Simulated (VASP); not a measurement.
Runs of VASP 6.6.1 on Sb. The structure is that of space group Pm-3m (No. 221), or close to it. The cells are those of the table. 

| cell | gap on the mesh (eV) | pressure (GPa) |
| --- | --- | --- |
| a = 3.318, b = 3.318, c = 3.239 Å, 1 atom | none | (a) |
| a = 3.318, b = 3.318, c = 3.160 Å, 1 atom | none | -7.7 |
| a = 3.002 Å, 1 atom | none | 4.4 |
| a = 3.239, b = 3.239, c = 3.081 Å, 1 atom | none | (b) |
| a = 3.160, b = 3.160, c = 3.318 Å, 1 atom | none | -6.3 |
| a = 3.002, b = 3.002, c = 3.239 Å, 1 atom | none | -0.2 |
| a = 3.160, b = 3.160, c = 3.002 Å, 1 atom | none | -2.2 |

Alike in all rows: task single point; level PBEsol; potentials or basis VASP PAW PBE potentials, release 64 (Sb); no spin polarisation; k mesh 16 × 16 × 16; cutoff (eV) 520; smearing gaussian 0.15 eV.

Problem. Fill in the values left out.

Solution. (a) -8.3; (b) -5.5.

Caveats: the PAW data sets were made with another functional, which shifts forces and pressure a little; spin-orbit coupling is left out, which moves the levels of the heavy elements.

A k mesh can miss the band edges, and the runs leave out spin-orbit coupling on Sb.

A gap of «none» marks levels without a gap at the run's occupations.
